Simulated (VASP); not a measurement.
# Ta (Im-3m) in VASP: a series of runs

Ta is run at these levels: r2SCAN; tasks: single point, relaxation of cell and atoms.

Everything below comes from runs of VASP 6.6.1. Logs are shortened: lines on timing, memory, paths and dates and some standing lists are left out, and cuts for length are marked.

## 1. The cell of the first run

Symmetry: Im-3m, No. 229, cubic system. The conventional cell has a = 3.253 Å, b = 3.253 Å, c = 3.253 Å, α = 90.00°, β = 90.00°, γ = 90.00°. Ta (site symmetry m-3m) has 14 Ta at 2.82 to 3.25 Å within 3.7 Å.

## 2. Single point, r2SCAN

Contents of POSCAR:

```
Ta
1.0
   -1.6264387066      1.6264387066      1.6264387066
    1.6264387066     -1.6264387066      1.6264387066
    1.6264387066      1.6264387066     -1.6264387066
Ta
1
Direct
    0.0000000000      0.0000000000      0.0000000000
```

Contents of INCAR.step1:

```
SYSTEM = Ta
PREC = Accurate
ENCUT = 520
ISMEAR = -1
SIGMA = 0.1
LREAL = .False.
LASPH = .True.
NELM = 60
NBANDS = 12
GGA = PE
ALGO = Normal
EDIFF = 1E-4
LWAVE = .True.
LCHARG = .False.
```

Contents of INCAR.step2:

```
SYSTEM = Ta
PREC = Accurate
ENCUT = 520
EDIFF = 1E-7
ISMEAR = -1
SIGMA = 0.1
LREAL = .False.
LASPH = .True.
NELM = 60
ALGO = Normal
ISIF = 2
LWAVE = .False.
LCHARG = .False.
METAGGA = R2SCAN
LMIXTAU = .True.
NBANDS = 12
ISTART = 1
```

Contents of KPOINTS:

```
regular mesh
0
Gamma
  18 18 18
  0 0 0
```

Potentials or basis: VASP PAW PBE potentials, release 64 (Ta_pv).

On the command line:

```
cat potpaw_PBE.64/Ta_pv/POTCAR > POTCAR
cp INCAR.step1 INCAR
mpirun -np 1 vasp_std > vasp.out
cp INCAR.step2 INCAR
mpirun -np 1 vasp_std > vasp.out
```

OUTCAR:

```text
SYSTEM = Ta
   PREC = Accurate
   ENCUT = 520
   EDIFF = 1E-7
   ISMEAR = -1
   LREAL = .False.
   LASPH = .True.
   NELM = 60
   ISIF = 2
   METAGGA = R2SCAN
   ISTART = 1

 ion  position               nearest neighbor table
   1  0.000  0.000  0.000-

  LATTYP: Found a body centered cubic cell.
 ALAT       =     3.2528774132

  Lattice vectors:

 A1 = (  -1.6264387066,   1.6264387066,   1.6264387066)
 A2 = (   1.6264387066,  -1.6264387066,   1.6264387066)
 A3 = (   1.6264387066,   1.6264387066,  -1.6264387066)

Analysis of symmetry for initial positions (statically):
=====================================================================
 Subroutine PRICEL returns:
 Original cell was already a primitive cell.

 Routine SETGRP: Setting up the symmetry group for a
 body centered cubic supercell.

 Subroutine GETGRP returns: Found 48 space group operations
 (whereof 48 operations were pure point group operations)
 out of a pool of 48 trial point group operations.

The static configuration has the point symmetry O_h .

Analysis of symmetry for dynamics (positions and initial velocities):
=====================================================================
 Subroutine PRICEL returns:
 Original cell was already a primitive cell.

 Routine SETGRP: Setting up the symmetry group for a
 body centered cubic supercell.

 Subroutine GETGRP returns: Found 48 space group operations
 (whereof 48 operations were pure point group operations)
 out of a pool of 48 trial point group operations.

The dynamic configuration has the point symmetry O_h .

 Subroutine INISYM returns: Found 48 space group operations
 (whereof 48 operations are pure point group operations),
 and found     1 'primitive' translations

----------------------------------------------------------------------------------------

                                     Primitive cell

  volume of cell :      17.2097

  direct lattice vectors                    reciprocal lattice vectors
    -1.626438707  1.626438707  1.626438707     0.000000000  0.307420131  0.307420131
     1.626438707 -1.626438707  1.626438707     0.307420131  0.000000000  0.307420131
     1.626438707  1.626438707 -1.626438707     0.307420131  0.307420131  0.000000000

  length of vectors
     2.817074475  2.817074475  2.817074475     0.434757718  0.434757718  0.434757718

  position of ions in fractional coordinates (direct lattice)
     0.000000000  0.000000000  0.000000000

  ion indices of the primitive-cell ions
   primitive index   ion index
                 1           1

----------------------------------------------------------------------------------------

 KPOINTS: regular mesh

Automatic generation of k-mesh.
 Grid dimensions read from file:
 generate k-points for:   18   18   18

 Generating k-lattice:

  Cartesian coordinates                     Fractional coordinates (reciprocal lattice)
     0.000000000  0.017078896  0.017078896     0.055555556  0.000000000  0.000000000
     0.017078896  0.000000000  0.017078896     0.000000000  0.055555556  0.000000000
     0.017078896  0.017078896  0.000000000     0.000000000  0.000000000  0.055555556

  Length of vectors
     0.024153207  0.024153207  0.024153207

  Shift w.r.t. Gamma in fractional coordinates (k-lattice)
     0.000000000  0.000000000  0.000000000

 Subroutine IBZKPT returns following result:
 ===========================================

 Found    195 irreducible k-points:

 Following reciprocal coordinates:
            Coordinates               Weight
  0.000000  0.000000  0.000000      1.000000
  0.055556  0.000000  0.000000     12.000000
  0.111111  0.000000  0.000000     12.000000
  0.166667  0.000000  0.000000     12.000000
  0.222222  0.000000  0.000000     12.000000
  0.277778  0.000000  0.000000     12.000000
[... 16 lines left out ...]
  0.333333  0.111111  0.000000     48.000000
  0.388889  0.111111 -0.000000     48.000000
 [... further k-points ...]
   k-points           NKPTS =    195   k-points in BZ     NKDIM =    195   number of bands    NBANDS=     12
   number of dos      NEDOS =    301   number of ions     NIONS =      1
   total plane-waves  NPLWV =  13824
   dimension x,y,z NGX =    24 NGY =   24 NGZ =   24
   dimension x,y,z NGXF=    48 NGYF=   48 NGZF=   48
   ions per type =               1
   NGX,Y,Z   is equivalent  to a cutoff of  14.16, 14.16, 14.16 a.u.
   NGXF,Y,Z  is equivalent  to a cutoff of  28.33, 28.33, 28.33 a.u.
 SYSTEM =  Ta
   PREC   = accura    normal or accurate (medium, high low for compatibility)
   ISTART =      1    job   : 0-new  1-cont  2-samecut
   ICHARG =      0    charge: 1-file 2-atom 10-const
   ISPIN  =      1    spin polarized calculation?
   LNONCOLLINEAR =      F non collinear calculations
   LSORBIT =      F    spin-orbit coupling
   LASPH  =      T    aspherical Exc in radial PAW
   ENCUT  =  520.0 eV  38.22 Ry    6.18 a.u.   5.24  5.24  5.24*2*pi/ulx,y,z
   NELM   =     60;   NELMIN=  2; NELMDL=  0     # of ELM steps
   EDIFF  = 0.1E-06   stopping-criterion for ELM
   LREAL  =      F    real-space projection
   EDIFFG = 0.1E-05   stopping-criterion for IOM
   NSW    =      0    number of steps for IOM
   IBRION =     -1    ionic relax: 0-MD 1-quasi-New 2-CG
   NFREE  =      0    steps in history (QN), initial steepest desc. (CG)
   ISIF   =      2    stress and relaxation
   ISYM   =      2    0-nonsym 1-usesym 2-fastsym
   POTIM  = 0.5000    time-step for ionic-motion
   TEBEG  =    0.0;   TEEND  =   0.0 temperature during run
   PSTRESS=    0.0 pullay stress
   NELECT =      11.0000    total number of electrons
   NUPDOWN=      -1.0000    fix difference up-down
   EMIN   =  10.00;   EMAX   =-10.00  energy-range for DOS
   EFERMI =   0.00;   METHOD = LEGACY
   ISMEAR =    -1;   SIGMA  =   0.10  broadening in eV -4-tet -1-fermi 0-gaus
   EFERMI_NEDOS =   21; number of points for ismear=-14 and -15
   IALGO  =     38    algorithm
   IMIX   =      4    mixing-type and parameters
     AMIX     =   0.40;   BMIX     =  1.00
     AMIX_MAG =   1.60;   BMIX_MAG =  1.00
  volume/ion in A,a.u.               =      17.21       116.14
  Fermi-wavevector in a.u.,A,eV,Ry     =   1.410202  2.664896 27.057498  1.988670
  Thomas-Fermi vector in A             =   2.532180
   LORBIT       =      0    0 simple, 1 ext, 2 COOP (PROOUT), +10 PAW based schemes
   METAGGA = R2SCAN    functional components
   LHFCALC =     F    Hartree Fock is set to
   AEXX    =    0.0000 exact exchange contribution
   IVDW    =     0    specifies the selected vdW correction
   LEPSILON=     F    determine dielectric tensor
   LRPA    =     F    only Hartree local field effects (RPA)
 non-spin polarized calculation
  energy-cutoff  :      520.00
  volume of cell :       17.21
 maximum number of plane-waves:       478
 NGX is ok and might be reduce to    24
   NGX = 11   NGY = 11   NGZ = 11

 number of electron      11.0000000 magnetization

 Free energy of the ion-electron system (eV)
  ---------------------------------------------------
  ext. energy  EPLUGINS =         0.00000000
  ---------------------------------------------------
  free energy    TOTEN  =       -48.56896729 eV

  energy without entropy =      -48.53036595  energy(sigma->0) =      -48.54966662

 E-fermi :   5.7094     XC(G=0): -14.0377

 val. band max:        5.7033463508   @ k =   0.3333   0.0000   0.0000
 cond. band min:       5.7153144754   @ k =  -0.2778   0.3889   0.1111
 fundamental gap:      0.0119681246
 Fermi energy:         5.7094151643

 k-point     1 :       0.0000    0.0000    0.0000
  band No.  band energies     occupation
      1     -28.3283      2.00000
      2     -28.3282      2.00000
      3     -28.3282      2.00000
      4      -2.8025      2.00000
      5       6.5390      0.00050
      6       6.5390      0.00050
      7       6.5390      0.00050
      8      10.1922      0.00000
      9      10.1922      0.00000
     10      18.0328      0.00000
     11      21.6968      0.00000
     12      21.6968      0.00000

 k-point     2 :       0.0556    0.0000    0.0000
  band No.  band energies     occupation
      1     -28.3759      2.00000
      2     -28.3425      2.00000
      3     -28.3286      2.00000
      4      -2.6493      2.00000
      5       6.4363      0.00139
      6       6.5083      0.00068
      7       6.6878      0.00011
      8      10.0199      0.00000
      9      10.1904      0.00000
     10      18.0329      0.00000
     11      21.8377      0.00000
     12      21.9646      0.00000

 k-point     3 :       0.1111    0.0000    0.0000
  band No.  band energies     occupation
      1     -28.5113      2.00000
      2     -28.3833      2.00000
      3     -28.3295      2.00000
      4      -2.2069      2.00000
      5       6.1541      0.02315
      6       6.3807      0.00243
      7       7.1292      0.00000
      8       9.6627      0.00000
      9      10.1943      0.00000
     10      18.0328      0.00000
     11      22.1940      0.00000
     12      22.7398      0.00000
[... 286 lines left out ...]
 k-point    23 :       0.3333    0.1111    0.0000
  band No.  band energies     occupation
      1     -29.5750      2.00000
      2     -28.7755      2.00000
      3     -28.4002      2.00000
      4       1.3162      2.00000
      5       4.2669      2.00000
      6       5.7832      0.64674
      7       9.8245      0.00000
      8      11.1637      0.00000
      9      13.2705      0.00000
     10      18.0302      0.00000
     11      19.4251      0.00000
     12      20.6188      0.00000

 k-point    24 :       0.3889    0.1111   -0.0000
  band No.  band energies     occupation
      1     -29.6716      2.00000
      2     -28.8229      2.00000
      3     -28.4022      2.00000
      4       1.3628      2.00000
      5       4.1184      2.00000
      6       6.4089      0.00183
      7       9.9220      0.00000
      8      11.3615      0.00000
      9      14.3548      0.00000
     10      18.0230      0.00000
     11      18.5563      0.00000
     12      19.6860      0.00000

 [... further k-points ...]
[... 5 lines left out ...]
  --------------------------------------------------------------------------------------
  -------------------------------------------------------------------------------------
  Total        1.2249737      1.2249737      1.2249737      0.0000000      0.0000000     -0.0000000
  in kB      114.0418534    114.0418534    114.0418534      0.0000000      0.0000000     -0.0000000
  external PRESSURE =     114.0418534 kB  Pullay stress =       0.0000000 kB

 VOLUME and BASIS-vectors are now :
 -----------------------------------------------------------------------------
  energy-cutoff  :      520.00
  volume of cell :       17.21
      direct lattice vectors                 reciprocal lattice vectors
    -1.626438707  1.626438707  1.626438707     0.000000000  0.307420131  0.307420131
     1.626438707 -1.626438707  1.626438707     0.307420131  0.000000000  0.307420131
     1.626438707  1.626438707 -1.626438707     0.307420131  0.307420131  0.000000000

 POSITION                                       TOTAL-FORCE (eV/Angst)
 -----------------------------------------------------------------------------------
      0.00000      0.00000      0.00000         0.000000      0.000000     -0.000000
 -----------------------------------------------------------------------------------
    total drift:                               -0.000000      0.000000      0.000000

  FREE ENERGIE OF THE ION-ELECTRON SYSTEM (eV)
  ---------------------------------------------------
  free  energy   TOTEN  =       -48.5689672904 eV

  energy  without entropy=      -48.5303659529  energy(sigma->0) =      -48.54966662
```

Run time: 5.1 min. Hardware: 1 thread of AMD EPYC 7R43 (Zen 3), shared host; peak memory 0.13 GiB.

What came out:

```yaml
Free_energy: -48.5690 eV
Pressure: 11.4 GPa
```

Caveat: the PAW data sets were made with another functional, which shifts forces and pressure a little; spin-orbit coupling is left out, which moves the levels of the heavy elements.

## 3. Relaxation of cell and atoms, r2SCAN, target pressure 10.6 GPa, at which the enthalpy is minimised

This run uses another cell than the first one, of 17.02 Å³/atom, 0.989 times its volume.

Contents of POSCAR:

```
Ta
1.0
   -1.6205739594      1.6205739594      1.6205739594
    1.6205739594     -1.6205739594      1.6205739594
    1.6205739594      1.6205739594     -1.6205739594
Ta
1
Direct
    0.0000000000      0.0000000000      0.0000000000
```

Contents of INCAR.step1:

```
ALGO = Normal ; EDIFF = 1E-4
ENCUT = 600 ; GGA = PE
ISMEAR = -1 ; LASPH = T
LCHARG = F ; LREAL = F
LWAVE = T ; NELM = 60
PREC = Accurate ; SIGMA = 0.1
```

Contents of INCAR.step2:

```
ALGO = Normal ; EDIFF = 1E-7
EDIFFG = -0.002 ; ENCUT = 600
IBRION = 2 ; ISIF = 3
ISMEAR = -1 ; ISTART = 1
LASPH = T ; LCHARG = F
LMIXTAU = T ; LREAL = F
LWAVE = F ; METAGGA = R2SCAN
NELM = 60 ; NSW = 80
PREC = Accurate ; PSTRESS = 106.0
SIGMA = 0.1
```

Contents of KPOINTS:

```
k-points
0
Gamma
  18 18 18
```

Potentials or basis: VASP PAW PBE potentials, release 64 (Ta_pv).

On the command line:

```
cat potpaw_PBE.64/Ta_pv/POTCAR > POTCAR
cp INCAR.step1 INCAR
mpirun -np 1 vasp_std > vasp.out
cp INCAR.step2 INCAR
mpirun -np 1 vasp_std > vasp.out
```

It took 21 min on 1 thread of AMD EPYC 7R43 (Zen 3), shared host; peak memory 0.18 GiB.

Results (log left out):

```
Free energy                                            : -48.5732 eV
Relaxed volume                                         : 17.27 Å³/atom
Relaxed cell                                           : a = 2.820 Å, b = 2.820 Å, c = 2.820 Å, α = 109.47°, β = 109.47°, γ = 109.47°
Space group after relaxing (to 0.05 Å)                 : Im-3m (No. 229)
Energy change on relaxing (the enthalpy is what falls) : -18.6 meV/atom
Ionic steps                                            : 16
Pressure after relaxing                                : 10.6 GPa
```

Step by step:
```
step  energy change (eV)  largest force (eV/Å)  pressure (GPa)  volume (Å³)
   1              0.0000                0.0000           14.05        17.02
   2             -0.0446                0.0000            1.98        17.94
   3             -0.0187                0.0000           10.56        17.27
   4             -0.0184                0.0000           10.63        17.26
   5             -0.0184                0.0000           10.63        17.26
   6             -0.0184                0.0000           10.63        17.26
   7             -0.0184                0.0000           10.63        17.26
   8             -0.0184                0.0000           10.63        17.26
   9             -0.0184                0.0000           10.63        17.26
  10             -0.0184                0.0000           10.63        17.26
  11             -0.0184                0.0000           10.63        17.26
  12             -0.0184                0.0000           10.63        17.26
  13             -0.0184                0.0000           10.63        17.26
  14             -0.0185                0.0000           10.63        17.26
  15             -0.0185                0.0000           10.63        17.27
  16             -0.0186                0.0000           10.61        17.27
```

Final structure:
```
CELL_PARAMETERS angstrom
-1.62821 1.62821 1.62821
1.62821 -1.62821 1.62821
1.62821 1.62821 -1.62821
ATOMIC_POSITIONS crystal
Ta 0.00000 0.00000 0.00000
```

Levels at points of the mesh, in eV from the Fermi level:
| k point | band 2 | band 3 | band 4 | band 5 | band 6 | band 7 | band 8 | band 9 |
| --- | --- | --- | --- | --- | --- | --- | --- | --- |
| (0.00, 0.00, 0.00) | -34.05 | -34.05 | -8.50 | 0.83 | 0.83 | 0.83 | 4.47 | 4.47 |
| (0.50, 0.00, 0.00) | -34.50 | -34.06 | -4.77 | -1.71 | 1.67 | 4.38 | 5.49 | 8.51 |
| (0.50, 0.50, 0.50) | -35.03 | -35.03 | -4.23 | -4.23 | 7.46 | 7.46 | 7.46 | 9.43 |

Caveat: the cell is relaxed towards a set pressure, so the enthalpy falls and the energy may rise; the PAW data sets were made with another functional, which shifts forces and pressure a little; spin-orbit coupling is left out, which moves the levels of the heavy elements.
